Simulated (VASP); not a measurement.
# Ir (P6_3/mmc) in VASP: further runs, part 3 of 4

VASP 6.6.1. The steps go on from the part before.

## (4) Single point, LDA

This run uses another cell than the first one, of 14.85 Å³/atom.

INCAR

```
  PREC = Accurate
  ENCUT = 520
  EDIFF = 1E-6
  ISMEAR = 0
  SIGMA = 0.15
  LREAL = False
  LASPH = True
  NELM = 80
  ALGO = Normal
  ISIF = 2
  LWAVE = False
  LCHARG = False
  NBANDS = 16
```

KPOINTS

```
Automatic mesh
0
Gamma
  18 18 10
```

POSCAR

```
Ir
1.0
    2.7593000000      0.0000000000      0.0000000000
   -1.3796500000      2.3896238966      0.0000000000
    0.0000000000      0.0000000000      4.5032000000
Ir
2
Direct
    0.6666666667      0.3333333333      0.7500000000
    0.3333333333      0.6666666667      0.2500000000
```

Potentials or basis: VASP PAW LDA potentials, release 64 (Ir).

On the command line:

```console
$ cat potpaw_LDA.64/Ir/POTCAR > POTCAR
$ mpirun -np 1 vasp_std > vasp.out
```

OUTCAR:

```text
PREC = Accurate
   ENCUT = 520
   EDIFF = 1E-6
   ISMEAR = 0
   LREAL = False
   LASPH = True
   NELM = 80
   ISIF = 2

 ion  position               nearest neighbor table
   1  0.667  0.333  0.750-   2 2.76   2 2.76   2 2.76   2 2.76   2 2.76   2 2.76
   2  0.333  0.667  0.250-   1 2.76   1 2.76   1 2.76   1 2.76   1 2.76   1 2.76

  LATTYP: Found a hexagonal cell.
 ALAT       =     2.7593000000
 C/A-ratio  =     1.6320081180

  Lattice vectors:

 A1 = (   2.7593000000,   0.0000000000,   0.0000000000)
 A2 = (  -1.3796500000,   2.3896238966,   0.0000000000)
 A3 = (   0.0000000000,   0.0000000000,   4.5032000000)

Analysis of symmetry for initial positions (statically):
=====================================================================
 Subroutine PRICEL returns:
 Original cell was already a primitive cell.

 Routine SETGRP: Setting up the symmetry group for a
 hexagonal supercell.

 Subroutine GETGRP returns: Found 24 space group operations
 (whereof 12 operations were pure point group operations)
 out of a pool of 24 trial point group operations.

The static configuration has the point symmetry D_3d.
 The point group associated with its full space group is D_6h.

Analysis of symmetry for dynamics (positions and initial velocities):
=====================================================================
 Subroutine PRICEL returns:
 Original cell was already a primitive cell.

 Routine SETGRP: Setting up the symmetry group for a
 hexagonal supercell.

 Subroutine GETGRP returns: Found 24 space group operations
 (whereof 12 operations were pure point group operations)
 out of a pool of 24 trial point group operations.

The dynamic configuration has the point symmetry D_3d.
 The point group associated with its full space group is D_6h.

 Subroutine INISYM returns: Found 24 space group operations
 (whereof 12 operations are pure point group operations),
 and found     1 'primitive' translations

----------------------------------------------------------------------------------------

                                     Primitive cell

  volume of cell :      29.6927

  direct lattice vectors                    reciprocal lattice vectors
     2.759300000  0.000000000  0.000000000     0.362410756  0.209237948  0.000000000
    -1.379650000  2.389623897  0.000000000     0.000000000  0.418475895  0.000000000
     0.000000000  0.000000000  4.503200000     0.000000000  0.000000000  0.222064310

  length of vectors
     2.759300000  2.759300000  4.503200000     0.418475895  0.418475895  0.222064310

  position of ions in fractional coordinates (direct lattice)
     0.666666667  0.333333333  0.750000000
     0.333333333  0.666666667  0.250000000

  ion indices of the primitive-cell ions
   primitive index   ion index
                 1           1
                 2           2

----------------------------------------------------------------------------------------

 KPOINTS: Automatic mesh

Automatic generation of k-mesh.
 Grid dimensions read from file:
 generate k-points for:   18   18   10

 Generating k-lattice:

  Cartesian coordinates                     Fractional coordinates (reciprocal lattice)
     0.020133931  0.011624330  0.000000000     0.055555556 -0.000000000  0.000000000
     0.000000000  0.023248661  0.000000000     0.000000000  0.055555556  0.000000000
     0.000000000  0.000000000  0.022206431     0.000000000  0.000000000  0.100000000

  Length of vectors
     0.023248661  0.023248661  0.022206431

  Shift w.r.t. Gamma in fractional coordinates (k-lattice)
     0.000000000  0.000000000  0.000000000

 Subroutine IBZKPT returns following result:
 ===========================================

 Found    222 irreducible k-points:

 Following reciprocal coordinates:
            Coordinates               Weight
  0.000000  0.000000  0.000000      1.000000
  0.055556 -0.000000  0.000000      6.000000
  0.111111 -0.000000  0.000000      6.000000
  0.166667 -0.000000  0.000000      6.000000
  0.222222 -0.000000  0.000000      6.000000
  0.277778 -0.000000  0.000000      6.000000
[... 16 lines left out ...]
  0.333333  0.111111  0.000000     12.000000
  0.388889  0.111111  0.000000     12.000000
 [... further k-points ...]
   k-points           NKPTS =    222   k-points in BZ     NKDIM =    222   number of bands    NBANDS=     16
   number of dos      NEDOS =    301   number of ions     NIONS =      2
   total plane-waves  NPLWV =  20736
   dimension x,y,z NGX =    24 NGY =   24 NGZ =   36
   dimension x,y,z NGXF=    48 NGYF=   48 NGZF=   72
   ions per type =               2
   NGX,Y,Z   is equivalent  to a cutoff of  14.46, 14.46, 13.29 a.u.
   NGXF,Y,Z  is equivalent  to a cutoff of  28.92, 28.92, 26.58 a.u.
 SYSTEM =  unknown system
   PREC   = accura    normal or accurate (medium, high low for compatibility)
   ISTART =      0    job   : 0-new  1-cont  2-samecut
   ICHARG =      2    charge: 1-file 2-atom 10-const
   ISPIN  =      1    spin polarized calculation?
   LNONCOLLINEAR =      F non collinear calculations
   LSORBIT =      F    spin-orbit coupling
   LASPH  =      T    aspherical Exc in radial PAW
   ENCUT  =  520.0 eV  38.22 Ry    6.18 a.u.   5.13  5.13  8.37*2*pi/ulx,y,z
   NELM   =     80;   NELMIN=  2; NELMDL= -5     # of ELM steps
   EDIFF  = 0.1E-05   stopping-criterion for ELM
   LREAL  =      F    real-space projection
   EDIFFG = 0.1E-04   stopping-criterion for IOM
   NSW    =      0    number of steps for IOM
   IBRION =     -1    ionic relax: 0-MD 1-quasi-New 2-CG
   NFREE  =      0    steps in history (QN), initial steepest desc. (CG)
   ISIF   =      2    stress and relaxation
   ISYM   =      2    0-nonsym 1-usesym 2-fastsym
   POTIM  = 0.5000    time-step for ionic-motion
   TEBEG  =    0.0;   TEEND  =   0.0 temperature during run
   PSTRESS=    0.0 pullay stress
   NELECT =      18.0000    total number of electrons
   NUPDOWN=      -1.0000    fix difference up-down
   EMIN   =  10.00;   EMAX   =-10.00  energy-range for DOS
   EFERMI =   0.00;   METHOD = LEGACY
   ISMEAR =     0;   SIGMA  =   0.15  broadening in eV -4-tet -1-fermi 0-gaus
   EFERMI_NEDOS =   21; number of points for ismear=-14 and -15
   IALGO  =     38    algorithm
   IMIX   =      4    mixing-type and parameters
     AMIX     =   0.40;   BMIX     =  1.00
     AMIX_MAG =   1.60;   BMIX_MAG =  1.00
  volume/ion in A,a.u.               =      14.85       100.19
  Fermi-wavevector in a.u.,A,eV,Ry     =   1.385529  2.618271 26.118994  1.919692
  Thomas-Fermi vector in A             =   2.509931
   LORBIT       =      0    0 simple, 1 ext, 2 COOP (PROOUT), +10 PAW based schemes
   GGA     = CA    functional components
   LHFCALC =     F    Hartree Fock is set to
   AEXX    =    0.0000 exact exchange contribution
   IVDW    =     0    specifies the selected vdW correction
   LEPSILON=     F    determine dielectric tensor
   LRPA    =     F    only Hartree local field effects (RPA)
 non-spin polarized calculation
 Gauss-broadening in eV      SIGMA  =   0.15
  energy-cutoff  :      520.00
  volume of cell :       29.69
 maximum number of plane-waves:       818
 NGX is ok and might be reduce to    24
   NGX = 11   NGY = 11   NGZ = 17

 number of electron      17.9999999 magnetization

 Free energy of the ion-electron system (eV)
  ---------------------------------------------------
  ext. energy  EPLUGINS =         0.00000000
  ---------------------------------------------------
  free energy    TOTEN  =       -20.39390828 eV

  energy without entropy =      -20.36722589  energy(sigma->0) =      -20.38056708

 E-fermi :   9.5848     XC(G=0): -13.8617

 val. band max:        9.5819395635   @ k =   0.3333  -0.0000   0.4000
 cond. band min:       9.5917197033   @ k =   0.2778   0.1111   0.2000
 fundamental gap:      0.0097801398
 Fermi energy:         9.5848264422

 k-point     1 :       0.0000    0.0000    0.0000
  band No.  band energies     occupation
      1      -1.1169      2.00000
      2       1.8712      2.00000
      3       5.8322      2.00000
      4       6.0004      2.00000
      5       6.0004      2.00000
      6       6.5965      2.00000
[... 8 lines left out ...]
     15      25.9311      0.00000
     16      26.9751      0.00000
[... 419 lines left out ...]
 k-point    24 :       0.3889    0.1111    0.0000
  band No.  band energies     occupation
      1       2.8108      2.00000
      2       2.9086      2.00000
      3       3.2498      2.00000
      4       5.6629      2.00000
      5       5.8171      2.00000
      6       6.2287      2.00000
[... 8 lines left out ...]
     15      19.7600      0.00000
     16      22.4625      0.00000

 [... further k-points ...]

------------------------ aborting loop because EDIFF is reached ----------------------------------------

  FORCE on cell =-STRESS in cart. coord.  units (eV):
  Direction    XX          YY          ZZ          XY          YZ          ZX
  --------------------------------------------------------------------------------------
  -------------------------------------------------------------------------------------
  Total       -3.6349421     -3.6349421     -4.1009411      0.0000000      0.0000000      0.0000000
  in kB     -196.1364796   -196.1364796   -221.2811431      0.0000000      0.0000000      0.0000000
  external PRESSURE =    -204.5180341 kB  Pullay stress =       0.0000000 kB

 VOLUME and BASIS-vectors are now :
 -----------------------------------------------------------------------------
  energy-cutoff  :      520.00
  volume of cell :       29.69
      direct lattice vectors                 reciprocal lattice vectors
     2.759300000  0.000000000  0.000000000     0.362410756  0.209237948  0.000000000
    -1.379650000  2.389623897  0.000000000     0.000000000  0.418475895  0.000000000
     0.000000000  0.000000000  4.503200000     0.000000000  0.000000000  0.222064310

 POSITION                                       TOTAL-FORCE (eV/Angst)
 -----------------------------------------------------------------------------------
      1.37965      0.79654      3.37740         0.000000     -0.000000      0.000000
     -0.00000      1.59308      1.12580        -0.000000      0.000000      0.000000
 -----------------------------------------------------------------------------------
    total drift:                               -0.000000      0.000000     -0.000000

  FREE ENERGIE OF THE ION-ELECTRON SYSTEM (eV)
  ---------------------------------------------------
  free  energy   TOTEN  =       -20.3939082830 eV

  energy  without entropy=      -20.3672258866  energy(sigma->0) =      -20.38056708
```

OSZICAR:

```text
N       E                     dE             d eps       ncg     rms          rms(c)
DAV:   1     0.142391328046E+03    0.14239E+03   -0.83798E+03  7104   0.113E+03
DAV:   2    -0.175984131322E+02   -0.15999E+03   -0.14360E+03  7112   0.308E+02
DAV:   3    -0.216023989925E+02   -0.40040E+01   -0.39279E+01  9904   0.583E+01
DAV:   4    -0.216479730795E+02   -0.45574E-01   -0.45556E-01  7960   0.527E+00
DAV:   5    -0.216492923858E+02   -0.13193E-02   -0.13193E-02 10000   0.932E-01    0.199E+01
DAV:   6    -0.205718747179E+02    0.10774E+01   -0.14740E+00  8976   0.157E+01    0.761E+00
DAV:   7    -0.204073410985E+02    0.16453E+00   -0.34705E-01  9720   0.707E+00    0.211E+00
DAV:   8    -0.204004834983E+02    0.68576E-02   -0.47636E-03  8064   0.608E-01    0.140E+00
DAV:   9    -0.203939186065E+02    0.65649E-02   -0.49732E-03  9056   0.939E-01    0.267E-02
DAV:  10    -0.203939153863E+02    0.32202E-05   -0.39021E-05 11000   0.608E-02    0.344E-02
DAV:  11    -0.203939083391E+02    0.70472E-05   -0.58571E-06  9256   0.265E-02    0.406E-03
DAV:  12    -0.203939082830E+02    0.56089E-07   -0.11010E-07  5928   0.347E-03
   1 F= -.20393908E+02 E0= -.20380567E+02  d E =-.266824E-01
```

stdout:

```text
POSCAR found type information on POSCAR Ir
 POSCAR found :  1 types and       2 ions
 scaLAPACK will be used
 LDA part: xc-table for (Slater(with rela. corr.)+CA(PZ))
 , standard interpolation
 POSCAR, INCAR and KPOINTS ok, starting setup
 FFT: planning ... GRIDC
 FFT: planning ... GRID_SOFT
 FFT: planning ... GRID
 WAVECAR not read
 entering main loop
```

Wall time 95 s (1 thread of AMD EPYC 9R45 (Zen 5), shared host); peak memory 0.18 GiB.

Results:

```yaml
Free_energy: -20.3939 eV
Pressure: -20.5 GPa
Band_gap_on_the_k_mesh: zero (bands 9 and 10 overlap by 3.12 eV)
```

Caveat: the cell stands under tension; spin-orbit coupling is left out, which moves the levels of the heavy elements.

(Continued in part 4 of 4.)
